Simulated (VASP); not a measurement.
# MgAsIr3 (Pm-3m) in VASP: relaxation of cell and atoms with PBE

Aim: the relaxation of cell and atoms of MgAsIr3 with PBE.

All numbers are computed with VASP 6.6.1; they aren't measurements. Logs are shortened: lines on timing, memory, paths and dates and some standing lists are left out, and cuts for length are marked.

## 1. The cell of the first run

Symmetry: Pm-3m, No. 221, cubic system. Conventional cell: a = 4.417 Å, b = 4.417 Å, c = 4.417 Å, α = 90.00°, β = 90.00°, γ = 90.00°. Mg (site symmetry m-3m) has 12 Ir at 3.12 Å and 8 As at 3.83 Å within 4.1 Å. As (site symmetry m-3m) has 6 Ir at 2.21 Å within 2.9 Å. Ir (site symmetry 4/mmm) has 2 As at 2.21 Å within 2.9 Å.

The cell was generated, and may not be a known phase.

## 2. Relaxation of cell and atoms, PBE

Contents of INCAR:

```
PREC = Accurate
ENCUT = 840
EDIFF = 1E-7
ISMEAR = 0
SIGMA = 0.1
LREAL = F
LASPH = T
NELM = 120
ALGO = Normal
ISIF = 3
LWAVE = F
LCHARG = F
GGA = PE
IBRION = 2
NSW = 90
EDIFFG = -0.04
GGA_COMPAT = F
NELMIN = 4
```

Contents of KPOINTS:

```
Automatic mesh
0
Gamma
  4 4 4
```

Contents of POSCAR:

```
MgAsIr3
1.0
    4.4168430300      0.0000000000      0.0000000000
    0.0000000000      4.4168430300      0.0000000000
    0.0000000000      0.0000000000      4.4168430300
Mg As Ir
1 1 3
Direct
    0.0000000000      0.0000000000      0.0000000000
    0.5000000000      0.5000000000      0.5000000000
    0.5000000000      0.5000000000      0.0000000000
    0.0000000000      0.5000000000      0.5000000000
    0.5000000000      0.0000000000      0.5000000000
```

Potentials or basis: VASP PAW PBE potentials, release 64 (Mg_sv, As_d, Ir_sv_GW).

Launch:

```bash
cat potpaw_PBE.64/Mg_sv/POTCAR potpaw_PBE.64/As_d/POTCAR potpaw_PBE.64/Ir_sv_GW/POTCAR > POTCAR
mpirun -np 1 vasp_std > vasp.out
```

OUTCAR:

```text
PREC = Accurate
   ENCUT = 840
   EDIFF = 1E-7
   ISMEAR = 0
   LREAL = F
   LASPH = T
   NELM = 120
   ISIF = 3
   GGA = PE
   IBRION = 2
   NSW = 90
   EDIFFG = -0.04
   NELMIN = 4

 ion  position               nearest neighbor table
   1  0.000  0.000  0.000-
   2  0.500  0.500  0.500-   3 2.21   4 2.21   5 2.21   3 2.21   5 2.21   4 2.21
   3  0.500  0.500  0.000-   2 2.21   2 2.21   5 3.12   4 3.12   4 3.12   5 3.12   5 3.12   5 3.12
                             4 3.12   4 3.12
   4  0.000  0.500  0.500-   2 2.21   2 2.21   5 3.12   3 3.12   5 3.12   3 3.12   3 3.12   5 3.12
                             3 3.12   5 3.12
   5  0.500  0.000  0.500-   2 2.21   2 2.21   4 3.12   3 3.12   3 3.12   3 3.12   4 3.12   3 3.12
                             4 3.12   4 3.12

  LATTYP: Found a simple cubic cell.
 ALAT       =     4.4168430300

  Lattice vectors:

 A1 = (   4.4168430300,   0.0000000000,   0.0000000000)
 A2 = (   0.0000000000,   4.4168430300,   0.0000000000)
 A3 = (   0.0000000000,   0.0000000000,   4.4168430300)

Analysis of symmetry for initial positions (statically):
=====================================================================
 Subroutine PRICEL returns:
 Original cell was already a primitive cell.

 Routine SETGRP: Setting up the symmetry group for a
 simple cubic supercell.

 Subroutine GETGRP returns: Found 48 space group operations
 (whereof 48 operations were pure point group operations)
 out of a pool of 48 trial point group operations.

The static configuration has the point symmetry O_h .

Analysis of symmetry for dynamics (positions and initial velocities):
=====================================================================
 Subroutine PRICEL returns:
 Original cell was already a primitive cell.

 Routine SETGRP: Setting up the symmetry group for a
 simple cubic supercell.

 Subroutine GETGRP returns: Found 48 space group operations
 (whereof 48 operations were pure point group operations)
 out of a pool of 48 trial point group operations.

The dynamic configuration has the point symmetry O_h .

 Subroutine INISYM returns: Found 48 space group operations
 (whereof 48 operations are pure point group operations),
 and found     1 'primitive' translations

----------------------------------------------------------------------------------------

                                     Primitive cell

  volume of cell :      86.1660

  direct lattice vectors                    reciprocal lattice vectors
     4.416843030  0.000000000  0.000000000     0.226406054  0.000000000  0.000000000
     0.000000000  4.416843030  0.000000000     0.000000000  0.226406054  0.000000000
     0.000000000  0.000000000  4.416843030     0.000000000  0.000000000  0.226406054

  length of vectors
     4.416843030  4.416843030  4.416843030     0.226406054  0.226406054  0.226406054

  position of ions in fractional coordinates (direct lattice)
     0.000000000  0.000000000  0.000000000
     0.500000000  0.500000000  0.500000000
     0.500000000  0.500000000  0.000000000
     0.000000000  0.500000000  0.500000000
     0.500000000  0.000000000  0.500000000

  ion indices of the primitive-cell ions
   primitive index   ion index
                 1           1
                 2           2
                 3           3
                 4           4
                 5           5

----------------------------------------------------------------------------------------

 KPOINTS: Automatic mesh

Automatic generation of k-mesh.
 Grid dimensions read from file:
 generate k-points for:    4    4    4

 Generating k-lattice:

  Cartesian coordinates                     Fractional coordinates (reciprocal lattice)
     0.056601513  0.000000000  0.000000000     0.250000000  0.000000000  0.000000000
     0.000000000  0.056601513  0.000000000     0.000000000  0.250000000  0.000000000
     0.000000000  0.000000000  0.056601513     0.000000000  0.000000000  0.250000000

  Length of vectors
     0.056601513  0.056601513  0.056601513

  Shift w.r.t. Gamma in fractional coordinates (k-lattice)
     0.000000000  0.000000000  0.000000000

 Subroutine IBZKPT returns following result:
 ===========================================

 Found     10 irreducible k-points:

 Following reciprocal coordinates:
            Coordinates               Weight
  0.000000  0.000000  0.000000      1.000000
  0.250000  0.000000  0.000000      6.000000
  0.500000  0.000000  0.000000      3.000000
  0.250000  0.250000  0.000000     12.000000
  0.500000  0.250000  0.000000     12.000000
  0.500000  0.500000  0.000000      3.000000
  0.250000  0.250000  0.250000      8.000000
  0.500000  0.250000  0.250000     12.000000
  0.500000  0.500000  0.250000      6.000000
  0.500000  0.500000  0.500000      1.000000
   k-points           NKPTS =     10   k-points in BZ     NKDIM =     10   number of bands    NBANDS=     45
   number of dos      NEDOS =    301   number of ions     NIONS =      5
   total plane-waves  NPLWV =  74088
   dimension x,y,z NGX =    42 NGY =   42 NGZ =   42
   dimension x,y,z NGXF=    84 NGYF=   84 NGZF=   84
   ions per type =               1   1   3
   NGX,Y,Z   is equivalent  to a cutoff of  15.81, 15.81, 15.81 a.u.
   NGXF,Y,Z  is equivalent  to a cutoff of  31.62, 31.62, 31.62 a.u.
 SYSTEM =  unknown system
   PREC   = accura    normal or accurate (medium, high low for compatibility)
   ISTART =      0    job   : 0-new  1-cont  2-samecut
   ICHARG =      2    charge: 1-file 2-atom 10-const
   ISPIN  =      1    spin polarized calculation?
   LNONCOLLINEAR =      F non collinear calculations
   LSORBIT =      F    spin-orbit coupling
   LASPH  =      T    aspherical Exc in radial PAW
   ENCUT  =  840.0 eV  61.74 Ry    7.86 a.u.  10.44 10.44 10.44*2*pi/ulx,y,z
   NELM   =    120;   NELMIN=  4; NELMDL= -5     # of ELM steps
   EDIFF  = 0.1E-06   stopping-criterion for ELM
   LREAL  =      F    real-space projection
   EDIFFG = -.4E-01   stopping-criterion for IOM
   NSW    =     90    number of steps for IOM
   IBRION =      2    ionic relax: 0-MD 1-quasi-New 2-CG
   NFREE  =      1    steps in history (QN), initial steepest desc. (CG)
   ISIF   =      3    stress and relaxation
   ISYM   =      2    0-nonsym 1-usesym 2-fastsym
   POTIM  = 0.5000    time-step for ionic-motion
   TEBEG  =    0.0;   TEEND  =   0.0 temperature during run
   PSTRESS=    0.0 pullay stress
   NELECT =      76.0000    total number of electrons
   NUPDOWN=      -1.0000    fix difference up-down
   EMIN   =  10.00;   EMAX   =-10.00  energy-range for DOS
   EFERMI =   0.00;   METHOD = LEGACY
   ISMEAR =     0;   SIGMA  =   0.10  broadening in eV -4-tet -1-fermi 0-gaus
   EFERMI_NEDOS =   21; number of points for ismear=-14 and -15
   IALGO  =     38    algorithm
   IMIX   =      4    mixing-type and parameters
     AMIX     =   0.40;   BMIX     =  1.00
     AMIX_MAG =   1.60;   BMIX_MAG =  1.00
  volume/ion in A,a.u.               =      17.23       116.30
  Fermi-wavevector in a.u.,A,eV,Ry     =   1.570004  2.966877 33.537167  2.464912
  Thomas-Fermi vector in A             =   2.671802
   LORBIT       =      0    0 simple, 1 ext, 2 COOP (PROOUT), +10 PAW based schemes
   GGA     = PE    functional components
   LHFCALC =     F    Hartree Fock is set to
   AEXX    =    0.0000 exact exchange contribution
   IVDW    =     0    specifies the selected vdW correction
   LEPSILON=     F    determine dielectric tensor
   LRPA    =     F    only Hartree local field effects (RPA)
 conjugate gradient relaxation of ions
 non-spin polarized calculation
 Gauss-broadening in eV      SIGMA  =   0.10
  energy-cutoff  :      840.00
  volume of cell :       86.17
 maximum number of plane-waves:      4782
 NGX is ok and might be reduce to    42
   NGX = 21   NGY = 21   NGZ = 21

--------------------------------------- Ionic step        1  -------------------------------------------

 number of electron      75.9999978 magnetization

 Free energy of the ion-electron system (eV)
  ---------------------------------------------------
  ext. energy  EPLUGINS =         0.00000000
  ---------------------------------------------------
  free energy    TOTEN  =       -30.66281349 eV

  energy without entropy =      -30.64982412  energy(sigma->0) =      -30.65631881

------------------------ aborting loop because EDIFF is reached ----------------------------------------

  FORCE on cell =-STRESS in cart. coord.  units (eV):
  Direction    XX          YY          ZZ          XY          YZ          ZX
  --------------------------------------------------------------------------------------
  -------------------------------------------------------------------------------------
  Total        9.5746078      9.5746078      9.5746078     -0.0000000     -0.0000000      0.0000000
  in kB      178.0310198    178.0310198    178.0310198     -0.0000000     -0.0000000      0.0000000
  external PRESSURE =     178.0310198 kB  Pullay stress =       0.0000000 kB

 VOLUME and BASIS-vectors are now :
 -----------------------------------------------------------------------------
  energy-cutoff  :      840.00
  volume of cell :       86.17
      direct lattice vectors                 reciprocal lattice vectors
     4.416843030  0.000000000  0.000000000     0.226406054  0.000000000  0.000000000
     0.000000000  4.416843030  0.000000000     0.000000000  0.226406054  0.000000000
     0.000000000  0.000000000  4.416843030     0.000000000  0.000000000  0.226406054

 POSITION                                       TOTAL-FORCE (eV/Angst)
 -----------------------------------------------------------------------------------
      0.00000      0.00000      0.00000         0.000000      0.000000      0.000000
      2.20842      2.20842      2.20842         0.000000      0.000000      0.000000
      2.20842      2.20842      0.00000         0.000000      0.000000      0.000000
      0.00000      2.20842      2.20842         0.000000      0.000000      0.000000
      2.20842      0.00000      2.20842         0.000000      0.000000      0.000000
 -----------------------------------------------------------------------------------
    total drift:                                0.000000     -0.000000      0.000000

  FREE ENERGIE OF THE ION-ELECTRON SYSTEM (eV)
  ---------------------------------------------------
  free  energy   TOTEN  =       -30.6628134942 eV

  energy  without entropy=      -30.6498241184  energy(sigma->0) =      -30.65631881

--------------------------------------- Ionic step        2  -------------------------------------------

 number of electron      75.9999985 magnetization

 E-fermi :   4.5101     XC(G=0): -10.6716

 val. band max:        4.5097890779   @ k =   0.5000   0.2500   0.2500
 cond. band min:       4.5944576338   @ k =   0.2500   0.0000   0.0000
 fundamental gap:      0.0846685558
 Fermi energy:         4.5101030889

 k-point     1 :       0.0000    0.0000    0.0000
  band No.  band energies     occupation
      1     -86.9105      2.00000
      2     -86.9082      2.00000
      3     -86.9082      2.00000
      4     -72.0063      2.00000
      5     -44.1579      2.00000
      6     -44.1579      2.00000
[... 530 lines left out ...]
 POSITION                                       TOTAL-FORCE (eV/Angst)
 -----------------------------------------------------------------------------------
      0.00000      0.00000      0.00000        -0.000000      0.000000      0.000000
      2.28477      2.28477      2.28477         0.000000     -0.000000      0.000000
      2.28477      2.28477      0.00000        -0.000000      0.000000      0.000000
     -0.00000      2.28477      2.28477         0.000000     -0.000000      0.000000
      2.28477     -0.00000      2.28477        -0.000000     -0.000000      0.000000
 -----------------------------------------------------------------------------------
    total drift:                                0.000000     -0.000000      0.000000

  FREE ENERGIE OF THE ION-ELECTRON SYSTEM (eV)
  ---------------------------------------------------
  free  energy   TOTEN  =       -31.1058589888 eV

  energy  without entropy=      -31.0854964526  energy(sigma->0) =      -31.09567772

--------------------------------------- Ionic step        4  -------------------------------------------

 number of electron      76.0000016 magnetization

 Free energy of the ion-electron system (eV)
  ---------------------------------------------------
  ext. energy  EPLUGINS =         0.00000000
  ---------------------------------------------------
  free energy    TOTEN  =       -31.10686835 eV

  energy without entropy =      -31.08689059  energy(sigma->0) =      -31.09687947

 E-fermi :   6.2304     XC(G=0): -11.5364

 val. band max:        6.1859912907   @ k =   0.2500   0.2500   0.2500
 cond. band min:       6.2883353856   @ k =   0.5000   0.2500   0.2500
 fundamental gap:      0.1023440949
 Fermi energy:         6.2303931188

 k-point     1 :       0.0000    0.0000    0.0000
  band No.  band energies     occupation
      1     -85.5047      2.00000
      2     -85.4989      2.00000
      3     -85.4989      2.00000
      4     -69.8459      2.00000
      5     -42.8909      2.00000
      6     -42.8909      2.00000
[... 491 lines left out ...]
 POSITION                                       TOTAL-FORCE (eV/Angst)
 -----------------------------------------------------------------------------------
      0.00000      0.00000      0.00000        -0.000000      0.000000      0.000000
      2.28157      2.28157      2.28157         0.000000     -0.000000      0.000000
      2.28157      2.28157      0.00000        -0.000000      0.000000      0.000000
     -0.00000      2.28157      2.28157         0.000000     -0.000000      0.000000
      2.28157     -0.00000      2.28157        -0.000000     -0.000000      0.000000
 -----------------------------------------------------------------------------------
    total drift:                                0.000000     -0.000000      0.000000

  FREE ENERGIE OF THE ION-ELECTRON SYSTEM (eV)
  ---------------------------------------------------
  free  energy   TOTEN  =       -31.1068683544 eV

  energy  without entropy=      -31.0868905914  energy(sigma->0) =      -31.09687947

 reached required accuracy - stopping structural energy minimisation
```

It took 2.8 min on 1 thread of Intel Xeon 6975P-C (Granite Rapids), shared host; peak memory 0.32 GiB.

What came out:

```
Free energy                           : -31.1069 eV
Relaxed volume                        : 19.00 Å³/atom
Relaxed cell                          : a = 4.563 Å, b = 4.563 Å, c = 4.563 Å, α = 90.00°, β = 90.00°, γ = 90.00°
Space group after relaxing (to 0.1 Å) : Pm-3m (No. 221)
Energy gained by relaxing             : 88.8 meV/atom
Ionic steps                           : 4
Pressure after relaxing               : -0.1 GPa
Band gap on the k mesh                : zero (bands 38 and 39 overlap by 0.28 eV)
```

Step by step:
```csv
step,energy change (eV),largest force (eV/Å),pressure (GPa),volume (Å³)
1,0.0000,0.0000,17.80,86.17
2,0.5868,0.0000,-16.12,112.32
3,-0.4430,0.0000,-0.70,95.42
4,-0.4441,0.0000,-0.10,95.02
```

Final structure:
```
CELL_PARAMETERS angstrom
4.56315 0.00000 0.00000
0.00000 4.56315 0.00000
0.00000 0.00000 4.56315
ATOMIC_POSITIONS crystal
Mg 0.00000 0.00000 0.00000
As 0.50000 0.50000 0.50000
Ir 0.50000 0.50000 0.00000
Ir 0.00000 0.50000 0.50000
Ir 0.50000 0.00000 0.50000
```

Caveat: spin-orbit coupling is left out, which moves the levels of the heavy elements.

The gap in the log of VASP goes by the Fermi energy; the results here count the filled bands.